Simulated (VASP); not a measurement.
A run of VASP 6.6.1 is set up as follows.

File INCAR:

```
SYSTEM = S
PREC = Accurate
ENCUT = 520
EDIFF = 1E-7
ISMEAR = 0
SIGMA = 0.1
LREAL = Auto
LASPH = .TRUE.
NELM = 80
ALGO = Normal
ISIF = 2
LWAVE = .FALSE.
LCHARG = .FALSE.
GGA = PE
NBANDS = 76
```

File KPOINTS:

```
regular mesh
0
G
  2 2 2
  0 0 0
```

The input POSCAR:

```
S
1.0
    6.4674622661     -5.1829485083      0.0000000000
    6.4674622661      5.1829485083      0.0000000000
   -2.3920136035      0.0000000000      8.2361849471
S
20
Direct
    0.7508723000      0.9183419200      0.1417751800
    0.9962966300      0.5987947500      0.8127175200
    0.0037033700      0.4012052500      0.1872824800
    0.2491277000      0.0816580800      0.8582248200
    0.3883582500      0.7632048200      0.5695302200
    0.5359739100      0.6114003500      0.7297216100
    0.9183419200      0.7508723000      0.6417751800
    0.0086147500      0.1371007500      0.7273671300
    0.4012052500      0.0037033700      0.6872824800
    0.0816580800      0.2491277000      0.3582248200
    0.8628992500      0.9913852500      0.7726328700
    0.6114003500      0.5359739100      0.2297216100
    0.7632048200      0.3883582500      0.0695302200
    0.9913852500      0.8628992500      0.2726328700
    0.6116417500      0.2367951800      0.4304697800
    0.1371007500      0.0086147500      0.2273671300
    0.5987947500      0.9962966300      0.3127175200
    0.3885996500      0.4640260900      0.7702783900
    0.4640260900      0.3885996500      0.2702783900
    0.2367951800      0.6116417500      0.9304697800
```

Potentials or basis: VASP PAW PBE potentials, release 64 (S).

Run with:

```bash
$ cat potpaw_PBE.64/S/POTCAR > POTCAR
$ mpirun -np 1 vasp_std > vasp.out
```

Task: Predict the band gap on the k mesh.

Result: 2.20 eV (least direct gap 2.33 eV).

Task: What does it give for the largest force?

Result: 0.226 eV/Å.

Task: Predict the pressure.

Result: 1.5 GPa.

Stress tensor (GPa, compression positive):
```
 1.53  0.00 -0.05
 0.00  1.58  0.00
-0.05  0.00  1.36
```

Caveat: this functional lacks dispersion, which holds the molecules together, so the pressure and a relaxed volume are unreliable. A k mesh can miss the band edges.
